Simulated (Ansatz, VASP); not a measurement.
# Si in VASP and in Ansatz

```
Si
1.0
     0.00339    2.71547    2.71547
     2.71886    0.00000    2.71886
     2.71547    2.71547    0.00339
Si
2
Direct
  0.50000 0.50000 0.50000
  0.75000 0.75000 0.75000
```

Change from the starting cell: strain +0.0025 x Voigt [0, 0, 0, 0, 1, 0], atoms carried along.

Alike in both runs: task single point; functional PBE; k mesh 10 × 10 × 10; occupations gaussian, width 0.05 eV; no spin polarisation.

```csv
,VASP,Ansatz
version,VASP 6.6.1,Ansatz 0.2.0
potentials or method,"VASP PAW PBE potentials, release 64 (Si), cutoff 520 eV","scalar-relativistic, plane waves, PAW"
valence electrons in the cell,8,8
```

```csv
,VASP,Ansatz,Ansatz less VASP
gap on the k mesh at the Fermi level (eV),0.58,0.58,-0.002
least direct gap on the mesh (eV),2.54,2.54,-0.005
pressure (GPa),1.9,2.0,+0.08
"traceless stress, the component that is largest in VASP (GPa)",-0.26,-0.26,+0.001
rms of the force components (eV/Å),0.014,0.014,+0.0001
```

Atom by atom the forces differ by 0.000 eV/Å (rms over components).
